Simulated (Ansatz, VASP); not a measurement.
**Two plane-wave programs on Ir**

Contents of POSCAR:

```
Ir
1.0
    0.0000000000      1.9156000000      1.9156000000
    1.9156000000      0.0000000000      1.9156000000
    1.9156000000      1.9156000000      0.0000000000
Ir
1
Direct
    0.0000000000      0.0000000000      0.0000000000
```

File INCAR.step1:

```
  ALGO = Normal
  EDIFF = 1E-5
  ENCUT = 520
  GGA = PE
  ISIF = 2
  ISMEAR = -1
  LASPH = True
  LCHARG = False
  LREAL = False
  LWAVE = True
  NBANDS = 10
  NELM = 60
  PREC = Accurate
  SIGMA = 0.05
```

File INCAR.step2:

```
  AEXX = 0.25
  ALGO = Normal
  EDIFF = 1E-7
  ENCUT = 520
  GGA = PE
  ISIF = 2
  ISMEAR = -1
  ISTART = 1
  LASPH = True
  LCHARG = False
  LHFCALC = True
  LREAL = False
  LWAVE = False
  NBANDS = 10
  NELM = 60
  PREC = Accurate
  PRECFOCK = Normal
  SIGMA = 0.05
```

File KPOINTS:

```
k-points
0
Gamma
  6 6 6
```

File input.yaml:

```yaml
crystal:
  lattice:
    - [0.0, 1.9156, 1.9156]
    - [1.9156, 0.0, 1.9156]
    - [1.9156, 1.9156, 0.0]
  atoms:
    - { symbol: Ir, position: [0.0, 0.0, 0.0] }
hamiltonian:
  xc: pbe0
  pseudopotentials: { kind: paw }
kpoints:
  mp_grid: { grid: [6, 6, 6] }
scf:
  occupations: { method: fermi_dirac, width: 0.05 }
output:
  forces: true
  stress: true
  eigenvalues: true
```

Alike in both runs: task single point; functional PBE0; k mesh 6 × 6 × 6; occupations fermi-dirac, width 0.05 eV; no spin polarisation.

```csv
,VASP,Ansatz
version,VASP 6.6.1,Ansatz 0.2.0
potentials or method,"VASP PAW PBE potentials, release 64 (Ir)",Ansatz PAW
plane-wave cutoff (eV),520,420
valence electrons in the cell,9,17
```

```csv
,VASP,Ansatz,Ansatz less VASP
gap on the k mesh at the Fermi level (eV),none,none,-
pressure (GPa),0.7,-1.6,-2.24
```

A gap of «none» marks a metal or a gap that the smearing closes. VASP's potentials hold 9 valence electrons a cell and Ansatz's 17, so a difference there can come from the potentials and not from the codes.

The k mesh is coarse, so the values compare programs but aren't converged. Neither program's run includes spin-orbit coupling.
